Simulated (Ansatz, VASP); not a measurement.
**SiO2: VASP beside Ansatz**

```
CELL_PARAMETERS angstrom
4.34593 0.00000 0.00000
0.00000 4.34593 0.00000
0.00000 0.00000 2.75966
ATOMIC_POSITIONS crystal
Si 0.50000 0.50000 0.50000
Si 0.00000 0.00000 0.00000
O 0.69301 0.69301 0.00000
O 0.19301 0.80699 0.50000
O 0.30699 0.30699 0.00000
O 0.80699 0.19301 0.50000
```

Alike in both runs: task single point; functional PBE; k mesh 6 × 6 × 10; occupations gaussian, width 0.05 eV; no spin polarisation.

|  | VASP | Ansatz |
| --- | --- | --- |
| version | VASP 6.6.1 | Ansatz 0.2.0 |
| potentials or method | VASP PAW PBE potentials, release 64 (Si, O), cutoff 520 eV | scalar-relativistic, plane waves, PAW |
| valence electrons in the cell | 32 | 32 |

Ansatz gave:

| Quantity | Value |
| --- | --- |
| gap on the k mesh at the Fermi level (eV) | 3.78 |
| least direct gap on the mesh (eV) | 3.78 |
| pressure (GPa) | -19.6 |
| traceless stress, the component that is largest in VASP (GPa) | -3.34 |
| rms of the force components (eV/Å) | 0.231 |

Which values does VASP return?

gap on the k mesh at the Fermi level (eV): 3.75; least direct gap on the mesh (eV): 3.75; pressure (GPa): -19.3; traceless stress, the component that is largest in VASP (GPa): -2.92; rms of the force components (eV/Å): 0.222.

Atom by atom the forces differ by 0.009 eV/Å (rms over components).
